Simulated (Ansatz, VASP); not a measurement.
# One calculation of SnSe, two programs

The input INCAR:

```
SYSTEM = SnSe
PREC     = Accurate       ! precision mode
ENCUT    = 520            ! plane-wave cutoff, eV
EDIFF    = 1E-6           ! SCF threshold, eV
ISMEAR   = 0              ! smearing method
SIGMA    = 0.05           ! smearing width, eV
LREAL    = .FALSE.        ! projectors in reciprocal space
LASPH    = .TRUE.         ! aspherical terms in the spheres
NELM     = 80             ! most SCF steps
ALGO     = Normal         ! electronic algorithm
ISIF     = 2              ! what is computed and relaxed
LWAVE    = .FALSE.        ! write WAVECAR
LCHARG   = .FALSE.        ! write CHGCAR
NBANDS   = 17             ! bands
```

The input KPOINTS:

```
regular mesh
0
G
  8 8 8
  0 0 0
```

File POSCAR:

```
SnSe
1.0
    0.0000000000      3.0100000000      3.0100000000
    3.0100000000      0.0000000000      3.0100000000
    3.0100000000      3.0100000000      0.0000000000
Sn Se
1 1
Direct
   -0.0166112957     -0.0166112957      0.0166112957
    0.5000000000      0.5000000000      0.5000000000
```

Input for Ansatz:

```yaml
crystal:
  lattice:
    - [0.0, 3.01, 3.01]
    - [3.01, 0.0, 3.01]
    - [3.01, 3.01, 0.0]
  atoms:
    - { symbol: Sn, position: [-0.0166112957, -0.0166112957, 0.0166112957] }
    - { symbol: Se, position: [0.5, 0.5, 0.5] }
basis:
  ecutwfc: 420
kpoints:
  mp_grid: { grid: [8, 8, 8] }
hamiltonian:
  xc: lda
scf:
  occupations: { method: gaussian, width: 0.05 }
output:
  forces: true
  stress: true
  eigenvalues: true
```

Alike in both runs: task single point; functional LDA; k mesh 8 × 8 × 8; occupations gaussian, width 0.05 eV; no spin polarisation.

```csv
,VASP,Ansatz
version,VASP 6.6.1,Ansatz 0.2.0
potentials or method,"VASP PAW LDA potentials, release 64 (Sn_d, Se), cutoff 520 eV","scalar-relativistic, plane waves, PAW"
valence electrons in the cell,20,30
```

```csv
,VASP,Ansatz,Ansatz less VASP
gap on the k mesh at the Fermi level (eV),0.67,0.65,-0.018
least direct gap on the mesh (eV),0.67,0.65,-0.018
pressure (GPa),-3.1,-3.2,-0.09
"traceless stress, the component that is largest in VASP (GPa)",0.17,0.17,-0.002
rms of the force components (eV/Å),0.005,0.008,+0.0030
```

LDA's correlation is that of Perdew and Zunger in VASP and of Perdew and Wang (1992) in Ansatz. Atom by atom the forces differ by 0.003 eV/Å (rms over components). VASP's potentials hold 20 valence electrons a cell and Ansatz's 30, so a difference there can come from the potentials and not from the codes.
